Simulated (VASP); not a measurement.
# Si5W3 in VASP: notebook

The runs below take Si5W3 through single point, with PBE.

All numbers are computed with VASP 6.6.1; they aren't measurements. Logs are shortened: lines on timing, memory, paths and dates and some standing lists are left out, and cuts for length are marked.

## Step 1: The cell of the first run

The cell holds a disordered packing, 24 atoms: a = 7.205 Å, b = 7.492 Å, c = 7.497 Å, α = 87.52°, β = 89.90°, γ = 91.28°.

## Step 2: Single point, PBE

INCAR

```
ALGO = Normal
EDIFF = 1E-6
ENCUT = 520
GGA = PE
ISIF = 2
ISMEAR = -1
ISYM = 0
LASPH = True
LCHARG = False
LREAL = Auto
LWAVE = False
NBANDS = 111
NELM = 80
PREC = Accurate
SIGMA = 0.1224
```

KPOINTS

```
Automatic mesh
0
Gamma
  1 1 1
  0.25 0.25 0.25
```

POSCAR

```
Si5W3
1.0
    7.2041990000     -0.0818820000      0.0070510000
   -0.0818820000      7.4902340000      0.1623590000
    0.0070510000      0.1623590000      7.4951860000
Si W
15 9
Direct
    0.6720609945      0.8449255152      0.2731593367
    0.0497589815      0.7626468065      0.8558276708
    0.1743502447      0.7533808897      0.5594207387
    0.2002882804      0.2014984759      0.3359054300
    0.9264220134      0.0718240457      0.8636440134
    0.5618803743      0.6588650363      0.0537733838
    0.2953035786      0.8982465099      0.3149163222
    0.5743789873      0.9447497208      0.5967197390
    0.5127505943      1.0016064954      0.9777654306
   -0.0279545964      0.8265426088      0.1957789275
    0.2693892608      0.3099050228      1.0086228236
    0.6713366913      0.3748688363      0.0355821824
    0.1122794934      0.4418457409      0.5026803450
    0.6985407699      0.5843792085      0.7537118312
    0.9179882974      0.3372342470      0.2385534194
    0.2218624468      0.6256583371      0.1215343270
    0.4908472998      0.5492204254      0.3726621536
    0.9088990363      0.9713969670      0.4985672554
    0.3494398848      0.5012618206      0.7629913029
    0.8339978956      0.6084919298      0.4552163668
    0.9575645214      0.4238295104      0.8674855670
    0.6107212903      0.2244549328      0.7128222736
    0.2598789750      0.1934426537      0.6689291550
    0.5851369146      0.2070361414      0.3848757081
```

Potentials or basis: VASP PAW PBE potentials, release 64 (Si, W_sv).

The run is started by

```console
> cat potpaw_PBE.64/Si/POTCAR potpaw_PBE.64/W_sv/POTCAR > POTCAR
> mpirun -np 1 vasp_std > vasp.out
```

OUTCAR:

```text
EDIFF = 1E-6
   ENCUT = 520
   GGA = PE
   ISIF = 2
   ISMEAR = -1
   ISYM = 0
   LASPH = True
   LREAL = Auto
   NELM = 80
   PREC = Accurate

 ion  position               nearest neighbor table
   1  0.672  0.845  0.273-  10 2.25   6 2.33  20 2.50  18 2.60  17 2.63   8 2.67   9 2.73   7 2.77
                            24 2.95
   2  0.050  0.763  0.856-   3 2.40   5 2.50  16 2.54  21 2.61  10 2.67  14 2.95  19 3.05  18 3.22

   3  0.174  0.753  0.559-   7 2.25   2 2.40  13 2.42  18 2.57  19 2.71  20 2.79  10 3.13  17 3.14
[... 14 lines left out ...]
  12  0.671  0.375  0.036-   6 2.30  15 2.36  21 2.43  14 2.58  22 2.74  24 2.92  11 2.93   9 3.05
                            17 3.18  19 3.22
  13  0.112  0.442  0.503-   4 2.33  20 2.40   3 2.42  23 2.46  15 2.57  19 2.64  21 2.95  17 2.98
                            16 3.21
  14  0.699  0.584  0.754-  21 2.38  20 2.44   6 2.54  19 2.58  12 2.58  22 2.79   2 2.95   8 3.05
                            17 3.25
  15  0.918  0.337  0.239-  12 2.36   4 2.40  13 2.57  20 2.73  24 2.77  21 2.84  11 3.08  16 3.14
                            18 3.29
  16  0.222  0.626  0.122-  10 2.45   6 2.51   2 2.54  11 2.58   7 2.60  17 2.76  19 3.03  21 3.11
                            15 3.14  13 3.21
  17  0.491  0.549  0.373-   6 2.54  20 2.58   1 2.63  24 2.66  16 2.76  13 2.98   7 3.01  19 3.10
                             3 3.14  12 3.18  14 3.25
  18  0.909  0.971  0.499-   8 2.52   3 2.57   1 2.60  10 2.60  20 2.79   5 2.87   4 2.92  24 3.06
                             7 3.17   2 3.22  23 3.29  15 3.29  22 3.35
  19  0.349  0.501  0.763-  11 2.35  23 2.51  14 2.58  13 2.64   3 2.71  22 2.87   6 2.94  21 2.97
                            16 3.03   2 3.05  17 3.10  12 3.22
  20  0.834  0.608  0.455-  13 2.40  14 2.44   1 2.50  17 2.58  10 2.66  15 2.73   3 2.79  18 2.79
                            21 3.46
  21  0.958  0.424  0.867-  14 2.38  12 2.43   2 2.61  11 2.63   5 2.64  15 2.84  13 2.95  19 2.97
                            16 3.11  22 3.13  23 3.21  20 3.46
  22  0.611  0.224  0.713-   8 2.31  24 2.47  23 2.56   9 2.62  12 2.74  14 2.79   5 2.79  19 2.87
                            21 3.13  18 3.35
  23  0.260  0.193  0.669-  13 2.46  19 2.51   4 2.53  22 2.56  11 2.73   5 2.92   8 3.03  24 3.16
                            21 3.21   9 3.25  18 3.29
  24  0.585  0.207  0.385-   8 2.47  22 2.47  17 2.66  15 2.77   4 2.80  12 2.92   1 2.95  18 3.06
                             7 3.14  23 3.16

IMPORTANT INFORMATION: All symmetrisations will be switched off!
NOSYMM: (Re-)initialisation of all symmetry stuff for point group C_1.

----------------------------------------------------------------------------------------

                                     Primitive cell

  volume of cell :     404.2080

  direct lattice vectors                    reciprocal lattice vectors
     7.204199000 -0.081882000  0.007051000     0.138825386  0.001521161 -0.000163549
    -0.081882000  7.490234000  0.162359000     0.001521161  0.133586562 -0.002895152
     0.007051000  0.162359000  7.495186000    -0.000163549 -0.002895152  0.133481839
[... 120 lines left out ...]
   EFERMI_NEDOS =   21; number of points for ismear=-14 and -15
   IALGO  =     38    algorithm
   IMIX   =      4    mixing-type and parameters
     AMIX     =   0.40;   BMIX     =  1.00
     AMIX_MAG =   1.60;   BMIX_MAG =  1.00
  volume/ion in A,a.u.               =      16.84       113.66
  Fermi-wavevector in a.u.,A,eV,Ry     =   1.263895  2.388414 21.734346  1.597429
  Thomas-Fermi vector in A             =   2.397228
   LORBIT       =      0    0 simple, 1 ext, 2 COOP (PROOUT), +10 PAW based schemes
   GGA     = PE    functional components
   LHFCALC =     F    Hartree Fock is set to
   AEXX    =    0.0000 exact exchange contribution
   IVDW    =     0    specifies the selected vdW correction
   LEPSILON=     F    determine dielectric tensor
   LRPA    =     F    only Hartree local field effects (RPA)
 non-spin polarized calculation
  energy-cutoff  :      520.00
  volume of cell :      404.21
 maximum number of plane-waves:     10887
 NGX is ok and might be reduce to    54
   NGX = 27   NGY = 27   NGZ = 27

 number of electron     185.9999985 magnetization

 Free energy of the ion-electron system (eV)
  ---------------------------------------------------
  ext. energy  EPLUGINS =         0.00000000
  ---------------------------------------------------
  free energy    TOTEN  =      -184.44907842 eV

  energy without entropy =     -183.77880568  energy(sigma->0) =     -184.11394205

 E-fermi :   8.8595     XC(G=0): -11.4364

 val. band max:        8.7812843006   @ k =   0.2500   0.2500   0.2500
 cond. band min:       8.9522937431   @ k =   0.2500   0.2500   0.2500
 fundamental gap:      0.1710094425
 Fermi energy:         8.8594689142

 k-point     1 :       0.2500    0.2500    0.2500
  band No.  band energies     occupation
      1     -65.2901      2.00000
      2     -65.2151      2.00000
      3     -65.2047      2.00000
      4     -65.1933      2.00000
      5     -65.0008      2.00000
      6     -64.9288      2.00000
[... 97 lines left out ...]
    104      10.2768      0.00002
    105      10.3600      0.00001
 [bands above 105 left out]

------------------------ aborting loop because EDIFF is reached ----------------------------------------

  FORCE on cell =-STRESS in cart. coord.  units (eV):
  Direction    XX          YY          ZZ          XY          YZ          ZX
  --------------------------------------------------------------------------------------
  -------------------------------------------------------------------------------------
  Total        3.3571019     -4.7245869     -7.0972016     -5.5779751      5.1286994      3.9764116
  in kB       13.3066937    -18.7270548    -28.1314930    -22.1096677     20.3288534     15.7614793
  external PRESSURE =     -11.1839514 kB  Pullay stress =       0.0000000 kB

 VOLUME and BASIS-vectors are now :
 -----------------------------------------------------------------------------
  energy-cutoff  :      520.00
  volume of cell :      404.21
      direct lattice vectors                 reciprocal lattice vectors
     7.204199000 -0.081882000  0.007051000     0.138825386  0.001521161 -0.000163549
    -0.081882000  7.490234000  0.162359000     0.001521161  0.133586562 -0.002895152
     0.007051000  0.162359000  7.495186000    -0.000163549 -0.002895152  0.133481839

 POSITION                                       TOTAL-FORCE (eV/Angst)
 -----------------------------------------------------------------------------------
      4.77440      6.31801      2.18930        -0.911522      1.481110      0.668138
      0.30206      5.84728      6.53876         0.106726     -0.077310      0.597065
      1.19831      5.71955      4.31651         0.328104     -1.248935      0.729846
      1.42879      1.54741      2.55180         0.578253     -0.413793     -0.802803
      6.67434      0.60234      6.49137         0.183094      0.324678     -0.846421
      3.99433      4.89778      0.51398        -1.368662      0.447477     -1.832374
[... 16 lines left out ...]
      1.86110      1.53626      5.04699        -0.942824     -0.609984      0.897574
      4.20120      1.56532      2.92246         0.103970     -0.115314     -2.979253
 -----------------------------------------------------------------------------------
    total drift:                               -0.002285      0.001443      0.005532

  FREE ENERGIE OF THE ION-ELECTRON SYSTEM (eV)
  ---------------------------------------------------
  free  energy   TOTEN  =      -184.4490784229 eV

  energy  without entropy=     -183.7788056765  energy(sigma->0) =     -184.11394205
```

stdout:

```text
POSCAR found type information on POSCAR SiW
 POSCAR found :  2 types and      24 ions
 scaLAPACK will be used
 LDA part: xc-table for (Slater+PW92), standard interpolation
 POSCAR, INCAR and KPOINTS ok, starting setup
 FFT: planning ... GRIDC
 FFT: planning ... GRID_SOFT
 FFT: planning ... GRID
 WAVECAR not read
 entering main loop
```

Run time: 88 s. Hardware: 1 thread of Intel Xeon Platinum 8559C (Emerald Rapids), shared host; peak memory 0.4 GiB.

Results:

```yaml
Free_energy: -184.4491 eV
Pressure: -1.1 GPa
Largest_force: 3.962 eV/Å
```

Forces in eV/Å, atoms in the order of the input:
```
Si  -0.912  1.481  0.668
Si   0.107 -0.077  0.597
Si   0.328 -1.249  0.730
Si   0.578 -0.414 -0.803
Si   0.183  0.325 -0.846
Si  -1.369  0.447 -1.832
Si   1.201  0.468 -0.808
Si  -0.772 -2.979 -0.089
Si  -0.480  0.046  0.081
Si   0.550  0.736 -0.280
Si  -0.241 -2.270  1.498
Si  -1.141 -1.070  0.612
Si   0.252  0.374  0.527
Si  -1.169  0.170 -0.067
Si   0.111  0.097  0.191
W   -0.971 -0.710 -0.888
W   -1.124  0.511  1.232
W    0.597  0.773 -0.202
W    0.445  3.496 -0.286
W    0.696 -0.659  0.167
W    1.268 -0.690 -0.294
W    2.700  1.919  2.173
W   -0.943 -0.610  0.898
W    0.104 -0.115 -2.979
```

Stress tensor (GPa, compression positive):
```
 1.33 -2.21  1.58
-2.21 -1.87  2.03
 1.58  2.03 -2.81
```

Caveat: the k points lie up to 0.87 Å⁻¹ apart, too coarse for converged energies, forces and pressures; the atoms stand as in a frame of molecular dynamics; spin-orbit coupling is left out, which moves the levels of the heavy elements.

## Step 3: Single point, PBE

INCAR

```
  PREC = Accurate
  ENCUT = 520
  EDIFF = 1E-7
  ISMEAR = -1
  SIGMA = 0.05
  LREAL = Auto
  LASPH = T
  NELM = 100
  ALGO = Normal
  ISIF = 2
  LWAVE = F
  LCHARG = T
  GGA = PE
  LELF = T
  LVHAR = T
  ISYM = 0
  NBANDS = 111
```

KPOINTS is that of step 2.

POSCAR

```
Si5W3
1.0
    7.2041990000     -0.0818820000      0.0070510000
   -0.0818820000      7.4902340000      0.1623590000
    0.0070510000      0.1623590000      7.4951860000
Si W
15 9
Direct
    0.6493401354      0.8681502615      0.2697951051
    0.0550321569      0.7644504812      0.8617394622
    0.1793162847      0.7181835009      0.5588005536
    0.2106487354      0.2137440790      0.3244056173
    0.9301862525      0.0747360620      0.8470667952
    0.5310413271      0.6744125864      0.0053686025
    0.3051567281      0.9122648027      0.3212695374
    0.5418423566      0.9079787984      0.6047306818
    0.5009483634      0.0021821668      0.9577338733
    0.9749493187      0.8444530126      0.2013324400
    0.2652417304      0.2734540194      0.0193948568
    0.6521033608      0.3478233899      0.0470989995
    0.1112594888      0.4189248040      0.5084247805
    0.6776101874      0.5705487337      0.7403257836
    0.9126208322      0.3521996578      0.2294321083
    0.2130418746      0.6229483708      0.1218548235
    0.4895095430      0.5518602249      0.3648076237
    0.9109512657      0.9766544377      0.5062006793
    0.3470908619      0.5210690648      0.7683360240
    0.8391833755      0.6065585456      0.4578346260
    0.9643734100      0.4137202569      0.8586421999
    0.6292489528      0.2260878348      0.7251238022
    0.2680171648      0.1904896160      0.6739015559
    0.5793308974      0.1961823301      0.3678528019
```

Potentials or basis: VASP PAW PBE potentials, release 64 (Si, W_sv).

The run is started by

```console
> cat potpaw_PBE.64/Si/POTCAR potpaw_PBE.64/W_sv/POTCAR > POTCAR
> mpirun -np 1 vasp_std > vasp.out
```

OUTCAR:

```text
PREC = Accurate
   ENCUT = 520
   EDIFF = 1E-7
   ISMEAR = -1
   LREAL = Auto
   LASPH = T
   NELM = 100
   ISIF = 2
   GGA = PE
   ISYM = 0

 ion  position               nearest neighbor table
   1  0.649  0.868  0.270-  10 2.41   7 2.54   6 2.64  24 2.65   8 2.66  17 2.68  18 2.72   9 2.73
                            20 2.75
   2  0.055  0.764  0.862-  16 2.47   3 2.48   5 2.51  21 2.69  10 2.70  19 2.92  18 3.23
   3  0.179  0.718  0.559-  13 2.33   7 2.41  19 2.45   2 2.48  20 2.69  18 2.78   8 2.97  17 2.99

   4  0.211  0.214  0.324-  13 2.24  11 2.34   7 2.37  15 2.50  23 2.65  24 2.68  18 3.05  17 3.22
[... 20 lines left out ...]
  16  0.213  0.623  0.122-   6 2.47   2 2.47  10 2.50  17 2.75   7 2.76  11 2.79  19 2.96  15 3.02
                            21 3.12  13 3.29
  17  0.490  0.552  0.365-  20 2.64   1 2.68  16 2.75  24 2.76   6 2.82   3 2.99   7 3.04  13 3.06
                            12 3.13  14 3.13  19 3.19   4 3.22   8 3.30
  18  0.911  0.977  0.506-  10 2.57   5 2.69   1 2.72   3 2.78   8 2.79  20 2.85   4 3.05  24 3.09
                             7 3.21   2 3.23  22 3.28  23 3.28
  19  0.347  0.521  0.768-  14 2.41   3 2.45   6 2.52  11 2.64  23 2.66  13 2.71   2 2.92  21 2.93
                            16 2.96  22 3.06  17 3.19  12 3.28
  20  0.839  0.607  0.458-  14 2.42  13 2.46  17 2.64  15 2.68   3 2.69  10 2.73   1 2.75  18 2.85
                            21 3.41
  21  0.964  0.414  0.859-  14 2.54   5 2.55  12 2.68  11 2.69   2 2.69  15 2.82  13 2.83  19 2.93
                            22 2.96  16 3.12  23 3.14  20 3.41
  22  0.629  0.226  0.725-   9 2.53  14 2.60   5 2.62  12 2.62  23 2.64   8 2.65  24 2.72  21 2.96
                            19 3.06  18 3.28
  23  0.268  0.190  0.674-  13 2.38  22 2.64   4 2.65  19 2.66  11 2.69   5 2.86   8 2.99   9 3.03
                            21 3.14  24 3.20  18 3.28
  24  0.579  0.196  0.368-   1 2.65  12 2.66   4 2.68  22 2.72   8 2.74  17 2.76  15 2.82   7 2.90
                            18 3.09  23 3.20

IMPORTANT INFORMATION: All symmetrisations will be switched off!
NOSYMM: (Re-)initialisation of all symmetry stuff for point group C_1.

----------------------------------------------------------------------------------------

                                     Primitive cell

  volume of cell :     404.2080

  direct lattice vectors                    reciprocal lattice vectors
[... 138 lines left out ...]
 non-spin polarized calculation
  energy-cutoff  :      520.00
  volume of cell :      404.21
 maximum number of plane-waves:     10887
 NGX is ok and might be reduce to    54
   NGX = 27   NGY = 27   NGZ = 27

 number of electron     185.9999996 magnetization

 Free energy of the ion-electron system (eV)
  ---------------------------------------------------
  ext. energy  EPLUGINS =         0.00000000
  ---------------------------------------------------
  free energy    TOTEN  =      -186.35406586 eV

  energy without entropy =     -186.23100933  energy(sigma->0) =     -186.29253760

 E-fermi :   8.9687     XC(G=0): -11.4675

 val. band max:        8.9138882368   @ k =   0.2500   0.2500   0.2500
 cond. band min:       9.0256508664   @ k =   0.2500   0.2500   0.2500
 fundamental gap:      0.1117626296
 Fermi energy:         8.9686673309

 k-point     1 :       0.2500    0.2500    0.2500
  band No.  band energies     occupation
      1     -65.3952      2.00000
      2     -65.3709      2.00000
      3     -65.2528      2.00000
      4     -65.0865      2.00000
      5     -65.0395      2.00000
      6     -65.0321      2.00000
[... 97 lines left out ...]
    104      10.2077      0.00000
    105      10.3095      0.00000
 [bands above 105 left out]

------------------------ aborting loop because EDIFF is reached ----------------------------------------

  FORCE on cell =-STRESS in cart. coord.  units (eV):
  Direction    XX          YY          ZZ          XY          YZ          ZX
  --------------------------------------------------------------------------------------
  -------------------------------------------------------------------------------------
  Total      -10.6737327    -21.8017341    -18.8249185      0.4079872      7.2654546      6.3800111
  in kB      -42.3079482    -86.4165012    -74.6171652      1.6171569     28.7984050     25.2887331
  external PRESSURE =     -67.7805382 kB  Pullay stress =       0.0000000 kB

 VOLUME and BASIS-vectors are now :
 -----------------------------------------------------------------------------
  energy-cutoff  :      520.00
  volume of cell :      404.21
      direct lattice vectors                 reciprocal lattice vectors
     7.204199000 -0.081882000  0.007051000     0.138825386  0.001521161 -0.000163549
    -0.081882000  7.490234000  0.162359000     0.001521161  0.133586562 -0.002895152
     0.007051000  0.162359000  7.495186000    -0.000163549 -0.002895152  0.133481839

 POSITION                                       TOTAL-FORCE (eV/Angst)
 -----------------------------------------------------------------------------------
      4.60879      6.49328      2.16770         0.830144     -0.444791      0.215014
      0.33994      5.86132      6.58340        -0.448144     -0.523372      0.135677
      1.23696      5.45541      4.30618        -0.143813      1.242253     -0.835721
      1.50234      1.63641      2.46767         0.175316     -0.726835      0.209495
      6.70110      0.62115      6.36762         0.451495      0.085458     -0.595573
      3.77054      5.00890      0.15348         0.482095      0.258438      1.389333
[... 16 lines left out ...]
      1.92000      1.51428      5.08383         0.074198     -1.006552      0.903311
      4.16015      1.48174      2.79306         0.343420     -0.878100     -0.289298
 -----------------------------------------------------------------------------------
    total drift:                               -0.000319      0.002061     -0.005470

  FREE ENERGIE OF THE ION-ELECTRON SYSTEM (eV)
  ---------------------------------------------------
  free  energy   TOTEN  =      -186.3540658638 eV

  energy  without entropy=     -186.2310093332  energy(sigma->0) =     -186.29253760
```

stdout:

```text
POSCAR found type information on POSCAR SiW
 POSCAR found :  2 types and      24 ions
 scaLAPACK will be used
 LDA part: xc-table for (Slater+PW92), standard interpolation
 POSCAR, INCAR and KPOINTS ok, starting setup
 FFT: planning ... GRIDC
 FFT: planning ... GRID_SOFT
 FFT: planning ... GRID
 WAVECAR not read
 entering main loop
```

Run time: 94 s. Hardware: 1 thread of Intel Xeon Platinum 8559C (Emerald Rapids), shared host; peak memory 0.39 GiB.

What came out:

```yaml
Free_energy: -186.3541 eV
Pressure: -6.8 GPa
Largest_force: 1.893 eV/Å
```

Forces on the atoms (eV/Å):
```
Si   0.830 -0.445  0.215
Si  -0.448 -0.523  0.136
Si  -0.144  1.242 -0.836
Si   0.175 -0.727  0.209
Si   0.451  0.085 -0.596
Si   0.482  0.258  1.389
Si   0.091 -0.862  0.128
Si   0.226  0.055  0.078
Si  -0.377  0.416 -0.302
Si  -0.109  0.246 -0.166
Si   0.130  0.165 -1.271
Si  -0.665  0.378  0.047
Si  -1.116  1.221  0.921
Si   1.089 -0.335  0.341
Si   0.235 -0.084  0.426
W   -0.953 -1.195 -0.043
W   -0.263  0.542  0.128
W    0.159  0.272 -0.222
W   -0.872  0.025  0.379
W    0.371  0.554 -1.000
W   -0.535  0.629  0.429
W    0.826 -0.033 -1.005
W    0.074 -1.007  0.903
W    0.343 -0.878 -0.289
```

Levels at points of the mesh, in eV from the Fermi level:
| k point | band 90 | band 91 | band 92 | band 93 | band 94 | band 95 | band 96 | band 97 |
| --- | --- | --- | --- | --- | --- | --- | --- | --- |
| (0.25, 0.25, 0.25) | -0.55 | -0.46 | -0.26 | -0.05 | 0.06 | 0.23 | 0.31 | 0.39 |

Caveat: the k points lie up to 0.87 Å⁻¹ apart, too coarse for converged energies, forces and pressures; the atoms stand as in a frame of molecular dynamics; spin-orbit coupling is left out, which moves the levels of the heavy elements.
